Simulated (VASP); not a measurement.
# Fe (P6_3/mmc) in VASP: a series of runs

The runs below take Fe through single point, with RPBE.

All numbers are computed with VASP 6.6.1; they aren't measurements. Logs are shortened: lines on timing, memory, paths and dates and some standing lists are left out, and cuts for length are marked.

### Step 1. The cell of the first run

It takes space group P6_3/mmc (No. 194, hexagonal). The conventional cell has a = 2.479 Å, b = 2.479 Å, c = 3.916 Å, α = 90.00°, β = 90.00°, γ = 120.00°. Within 3.2 Å of Fe (site symmetry -6m2) lie 12 Fe at 2.43 to 2.48 Å.

### Step 2. Single point, RPBE, collinear spin, antiferromagnetic start

File INCAR:

```
ALGO = Normal ; EDIFF = 1E-7
ENCUT = 520 ; GGA = RP
ISIF = 2 ; ISMEAR = -1
ISPIN = 2 ; LASPH = True
LCHARG = False ; LMAXMIX = 4
LORBIT = 11 ; LREAL = False
LWAVE = False ; MAGMOM = 2.5 -2.5
NBANDS = 19 ; NELM = 150
PREC = Accurate ; SIGMA = 0.05
```

File KPOINTS:

```
k-points
0
Gamma
  14 14 8
```

File POSCAR:

```
Fe
1.0
    2.4788196634      0.0000000000      0.0000000000
   -1.2394098317      2.1467207999      0.0000000000
    0.0000000000      0.0000000000      3.9158082099
Fe
2
Direct
    0.3333333333      0.6666666667      0.2500000000
    0.6666666667      0.3333333333      0.7500000000
```

Potentials or basis: VASP PAW PBE potentials, release 64 (Fe).

Command:

```
$ cat potpaw_PBE.64/Fe/POTCAR > POTCAR
$ mpirun -np 1 vasp_std > vasp.out
```

OUTCAR:

```text
EDIFF = 1E-7
   ENCUT = 520
   GGA = RP
   ISIF = 2
   ISMEAR = -1
   ISPIN = 2
   LASPH = True
   LORBIT = 11
   LREAL = False
   NELM = 150
   PREC = Accurate

 ion  position               nearest neighbor table
   1  0.333  0.667  0.250-   2 2.43   2 2.43   2 2.43   2 2.43   2 2.43   2 2.43
   2  0.667  0.333  0.750-   1 2.43   1 2.43   1 2.43   1 2.43   1 2.43   1 2.43

  LATTYP: Found a hexagonal cell.
 ALAT       =     2.4788196634
 C/A-ratio  =     1.5797067724

  Lattice vectors:

 A1 = (   2.4788196634,   0.0000000000,   0.0000000000)
 A2 = (  -1.2394098317,   2.1467207999,   0.0000000000)
 A3 = (   0.0000000000,   0.0000000000,   3.9158082099)

Analysis of symmetry for initial positions (statically):
=====================================================================
 Subroutine PRICEL returns:
 Original cell was already a primitive cell.

 Routine SETGRP: Setting up the symmetry group for a
 hexagonal supercell.

 Subroutine GETGRP returns: Found 24 space group operations
 (whereof 12 operations were pure point group operations)
 out of a pool of 24 trial point group operations.

The static configuration has the point symmetry D_3d.
 The point group associated with its full space group is D_6h.

Analysis of symmetry for dynamics (positions and initial velocities):
=====================================================================
 Subroutine PRICEL returns:
 Original cell was already a primitive cell.

 Routine SETGRP: Setting up the symmetry group for a
 hexagonal supercell.

 Subroutine GETGRP returns: Found 24 space group operations
 (whereof 12 operations were pure point group operations)
 out of a pool of 24 trial point group operations.

The dynamic configuration has the point symmetry D_3d.
 The point group associated with its full space group is D_6h.

Analysis of structural, dynamic, and magnetic symmetry:
=====================================================================
 Subroutine PRICEL returns:
 Original cell was already a primitive cell.

 Routine SETGRP: Setting up the symmetry group for a
 hexagonal supercell.

 Subroutine GETGRP returns: Found 24 space group operations
 (whereof 12 operations were pure point group operations)
 out of a pool of 24 trial point group operations.

The overall configuration has the point symmetry D_3d.
 The point group associated with its full space group is D_6h.

 Subroutine INISYM returns: Found 24 space group operations
 (whereof 12 operations are pure point group operations),
 and found     1 'primitive' translations

----------------------------------------------------------------------------------------

                                     Primitive cell

  volume of cell :      20.8373

  direct lattice vectors                    reciprocal lattice vectors
     2.478819663  0.000000000  0.000000000     0.403417810  0.232913381  0.000000000
    -1.239409832  2.146720800  0.000000000     0.000000000  0.465826762  0.000000000
     0.000000000  0.000000000  3.915808210     0.000000000  0.000000000  0.255375122

  length of vectors
     2.478819663  2.478819663  3.915808210     0.465826762  0.465826762  0.255375122

  position of ions in fractional coordinates (direct lattice)
     0.333333333  0.666666667  0.250000000
     0.666666667  0.333333333  0.750000000

  ion indices of the primitive-cell ions
   primitive index   ion index
                 1           1
                 2           2

----------------------------------------------------------------------------------------

 KPOINTS: k-points

Automatic generation of k-mesh.
 Grid dimensions read from file:
 generate k-points for:   14   14    8

 Generating k-lattice:

  Cartesian coordinates                     Fractional coordinates (reciprocal lattice)
     0.028815558  0.016636670  0.000000000     0.071428571 -0.000000000  0.000000000
     0.000000000  0.033273340  0.000000000     0.000000000  0.071428571  0.000000000
     0.000000000  0.000000000  0.031921890     0.000000000  0.000000000  0.125000000

  Length of vectors
     0.033273340  0.033273340  0.031921890

  Shift w.r.t. Gamma in fractional coordinates (k-lattice)
     0.000000000  0.000000000  0.000000000

 Subroutine IBZKPT returns following result:
 ===========================================

 Found    120 irreducible k-points:

 Following reciprocal coordinates:
            Coordinates               Weight
  0.000000  0.000000  0.000000      1.000000
  0.071429  0.000000  0.000000      6.000000
  0.142857  0.000000  0.000000      6.000000
  0.214286  0.000000  0.000000      6.000000
  0.285714  0.000000  0.000000      6.000000
  0.357143  0.000000  0.000000      6.000000
[... 16 lines left out ...]
  0.285714  0.285714  0.000000      6.000000
  0.357143  0.285714  0.000000      6.000000
 [... further k-points ...]
   k-points           NKPTS =    120   k-points in BZ     NKDIM =    120   number of bands    NBANDS=     19
   number of dos      NEDOS =    301   number of ions     NIONS =      2
   total plane-waves  NPLWV =   9720
   dimension x,y,z NGX =    18 NGY =   18 NGZ =   30
   dimension x,y,z NGXF=    36 NGYF=   36 NGZF=   60
   ions per type =               2
   NGX,Y,Z   is equivalent  to a cutoff of  12.07, 12.07, 12.74 a.u.
   NGXF,Y,Z  is equivalent  to a cutoff of  24.14, 24.14, 25.47 a.u.
 SYSTEM =  unknown system
   PREC   = accura    normal or accurate (medium, high low for compatibility)
   ISTART =      0    job   : 0-new  1-cont  2-samecut
   ICHARG =      2    charge: 1-file 2-atom 10-const
   ISPIN  =      2    spin polarized calculation?
   LNONCOLLINEAR =      F non collinear calculations
   LSORBIT =      F    spin-orbit coupling
   LASPH  =      T    aspherical Exc in radial PAW
   ENCUT  =  520.0 eV  38.22 Ry    6.18 a.u.   4.61  4.61  7.28*2*pi/ulx,y,z
   NELM   =    150;   NELMIN=  2; NELMDL= -5     # of ELM steps
   EDIFF  = 0.1E-06   stopping-criterion for ELM
   LREAL  =      F    real-space projection
   EDIFFG = 0.1E-05   stopping-criterion for IOM
   NSW    =      0    number of steps for IOM
   IBRION =     -1    ionic relax: 0-MD 1-quasi-New 2-CG
   NFREE  =      0    steps in history (QN), initial steepest desc. (CG)
   ISIF   =      2    stress and relaxation
   ISYM   =      2    0-nonsym 1-usesym 2-fastsym
   POTIM  = 0.5000    time-step for ionic-motion
   TEBEG  =    0.0;   TEEND  =   0.0 temperature during run
   PSTRESS=    0.0 pullay stress
   NELECT =      16.0000    total number of electrons
   NUPDOWN=      -1.0000    fix difference up-down
   EMIN   =  10.00;   EMAX   =-10.00  energy-range for DOS
   EFERMI =   0.00;   METHOD = LEGACY
   ISMEAR =    -1;   SIGMA  =   0.05  broadening in eV -4-tet -1-fermi 0-gaus
   EFERMI_NEDOS =   21; number of points for ismear=-14 and -15
   IALGO  =     38    algorithm
   IMIX   =      4    mixing-type and parameters
     AMIX     =   0.40;   BMIX     =  1.00
     AMIX_MAG =   1.60;   BMIX_MAG =  1.00
  volume/ion in A,a.u.               =      10.42        70.31
  Fermi-wavevector in a.u.,A,eV,Ry     =   1.499112  2.832912 30.576889  2.247338
  Thomas-Fermi vector in A             =   2.610784
   LORBIT       =     11    0 simple, 1 ext, 2 COOP (PROOUT), +10 PAW based schemes
   GGA     = RP    functional components
   LHFCALC =     F    Hartree Fock is set to
   AEXX    =    0.0000 exact exchange contribution
   IVDW    =     0    specifies the selected vdW correction
   LEPSILON=     F    determine dielectric tensor
   LRPA    =     F    only Hartree local field effects (RPA)
 spin polarized calculation
  energy-cutoff  :      520.00
  volume of cell :       20.84
 maximum number of plane-waves:       573
   NGX =  9   NGY =  9   NGZ = 15

 number of electron      15.9999997 magnetization      -0.0000000

 number of electron      15.9999997 magnetization       0.0000000

 Free energy of the ion-electron system (eV)
  ---------------------------------------------------
  ext. energy  EPLUGINS =         0.00000000
  ---------------------------------------------------
  free energy    TOTEN  =       -15.18046079 eV

  energy without entropy =      -15.15664441  energy(sigma->0) =      -15.16855260

 E-fermi :   6.7716     XC(G=0): -13.5798

 val. band max:        6.7711554862   @ k =   0.0000   0.0000   0.3750
 cond. band min:       6.7728321254   @ k =   0.2857   0.0000   0.2500
 fundamental gap:      0.0016766392
 Fermi energy:         6.7716117754

 spin component 1

 k-point     1 :       0.0000    0.0000    0.0000
  band No.  band energies     occupation
      1      -2.0055      1.00000
      2       1.9876      1.00000
      3       5.1828      1.00000
      4       5.1828      1.00000
      5       5.3131      1.00000
      6       5.6364      1.00000
[... 11 lines left out ...]
     18      32.9999      0.00000
     19      33.4768      0.00000
[... 485 lines left out ...]
 k-point    24 :       0.3571    0.2857    0.0000
  band No.  band energies     occupation
      1       2.8892      1.00000
      2       3.2601      1.00000
      3       3.3235      1.00000
      4       3.6815      1.00000
      5       4.7555      1.00000
      6       4.9276      1.00000
[... 11 lines left out ...]
     18      24.0606      0.00000
     19      25.3454      0.00000

 [... further k-points ...]

 spin component 2

 k-point     1 :       0.0000    0.0000    0.0000
  band No.  band energies     occupation
      1      -2.0055      1.00000
      2       1.9876      1.00000
      3       5.1828      1.00000
      4       5.1828      1.00000
      5       5.3131      1.00000
      6       5.6364      1.00000
[... 11 lines left out ...]
     18      32.9999      0.00000
     19      33.4768      0.00000
[... 485 lines left out ...]
 k-point    24 :       0.3571    0.2857    0.0000
  band No.  band energies     occupation
      1       2.8892      1.00000
      2       3.2601      1.00000
      3       3.3235      1.00000
      4       3.6815      1.00000
      5       4.7555      1.00000
      6       4.9276      1.00000
[... 11 lines left out ...]
     18      24.0606      0.00000
     19      25.3454      0.00000

 [... further k-points ...]
[... 5 lines left out ...]
  --------------------------------------------------------------------------------------
  -------------------------------------------------------------------------------------
  Total       -0.0551329     -0.0551329     -0.0839131      0.0000000     -0.0000000      0.0000000
  in kB       -4.2391587     -4.2391587     -6.4520635      0.0000000     -0.0000000      0.0000000
  external PRESSURE =      -4.9767936 kB  Pullay stress =       0.0000000 kB

 VOLUME and BASIS-vectors are now :
 -----------------------------------------------------------------------------
  energy-cutoff  :      520.00
  volume of cell :       20.84
      direct lattice vectors                 reciprocal lattice vectors
     2.478819663  0.000000000  0.000000000     0.403417810  0.232913381  0.000000000
    -1.239409832  2.146720800  0.000000000     0.000000000  0.465826762  0.000000000
     0.000000000  0.000000000  3.915808210     0.000000000  0.000000000  0.255375122

 POSITION                                       TOTAL-FORCE (eV/Angst)
 -----------------------------------------------------------------------------------
     -0.00000      1.43115      0.97895        -0.000000      0.000000      0.000000
      1.23941      0.71557      2.93686         0.000000      0.000000      0.000000
 -----------------------------------------------------------------------------------
    total drift:                               -0.000000      0.000000     -0.000000

  FREE ENERGIE OF THE ION-ELECTRON SYSTEM (eV)
  ---------------------------------------------------
  free  energy   TOTEN  =       -15.1804607912 eV

  energy  without entropy=      -15.1566444110  energy(sigma->0) =      -15.16855260

 total charge

# of ion       s       p       d       tot
------------------------------------------
    1        0.524   0.615   6.311   7.450
    2        0.524   0.615   6.311   7.450
--------------------------------------------------
tot          1.048   1.231  12.622  14.901

 magnetization (x)

# of ion       s       p       d       tot
------------------------------------------
    1        0.000   0.001   0.067   0.068
    2       -0.000  -0.001  -0.067  -0.068
--------------------------------------------------
tot          0.000   0.000   0.000   0.000
```

Wall time 2.3 min (1 thread of AMD EPYC 9R45 (Zen 5), shared host); peak memory 0.16 GiB.

What came out:

```yaml
Free_energy: -15.1805 eV
Pressure: -0.5 GPa
Band_gap_on_the_k_mesh: zero (filled and empty bands overlap)
Net_moment: 0.00 μB per cell
Site_moments: Fe +0.07, -0.07 μB
Valence_electrons_inside_the_program's_atomic_spheres: Fe 7.45
```

Caveat: the PAW data sets were made with another functional, which shifts forces and pressure a little.

### Step 3. Single point, RPBE, collinear spin, antiferromagnetic start (volume scaled by 0.88)

File INCAR:

```
PREC = Accurate ; ENCUT = 520
EDIFF = 1E-6 ; ISMEAR = -1
SIGMA = 0.05 ; LREAL = False
LASPH = True ; NELM = 150
ALGO = Normal ; ISIF = 2
LWAVE = False ; LCHARG = True
ISPIN = 2 ; MAGMOM = 2.5 -2.5
LORBIT = 11 ; LMAXMIX = 4
GGA = RP ; LELF = True
LVHAR = True ; NBANDS = 19
```

File KPOINTS:

```
Automatic mesh
0
Gamma
  16 16 9
```

File POSCAR:

```
Fe
1.0
    2.3754131514      0.0000000000      0.0000000000
   -1.1877065757      2.0571681336      0.0000000000
    0.0000000000      0.0000000000      3.7524562427
Fe
2
Direct
    0.3333333333      0.6666666667      0.2500000000
    0.6666666667      0.3333333333      0.7500000000
```

Potentials or basis: VASP PAW PBE potentials, release 64 (Fe).

Command:

```
$ cat potpaw_PBE.64/Fe/POTCAR > POTCAR
$ mpirun -np 1 vasp_std > vasp.out
```

It took 56 s on 1 thread of AMD EPYC 9R45 (Zen 5), shared host; peak memory 0.16 GiB.

It converged, with:

* Free energy: -14.8775 eV
* Pressure: 45.1 GPa
* Band gap on the k mesh: zero (filled and empty bands overlap)
* Net moment: 0.00 μB per cell
* Valence electrons inside the program's atomic spheres: Fe 7.81

Stress tensor (GPa, compression positive):
```
44.49  0.00  0.00
 0.00 44.49  0.00
 0.00  0.00 46.28
```

Levels at points of the mesh, in eV from the Fermi level:
Spin up:
```csv
k point,band 5,band 6,band 7,band 8,band 9,band 10,band 11,band 12
"(0.00, 0.00, 0.00)",-1.76,-1.38,-1.38,-0.98,-0.98,0.61,0.83,0.83
"(0.50, 0.00, 0.00)",-2.27,-1.74,-1.22,0.95,1.22,1.26,3.06,5.49
```
Spin down:
| k point | band 5 | band 6 | band 7 | band 8 | band 9 | band 10 | band 11 | band 12 |
| --- | --- | --- | --- | --- | --- | --- | --- | --- |
| (0.00, 0.00, 0.00) | -1.76 | -1.38 | -1.38 | -0.98 | -0.98 | 0.61 | 0.83 | 0.83 |
| (0.50, 0.00, 0.00) | -2.27 | -1.74 | -1.22 | 0.95 | 1.22 | 1.26 | 3.06 | 5.49 |

Caveat: the starting moments collapsed, and a magnetic state may lie lower; the PAW data sets were made with another functional, which shifts forces and pressure a little.

[end of part 1 of 2]
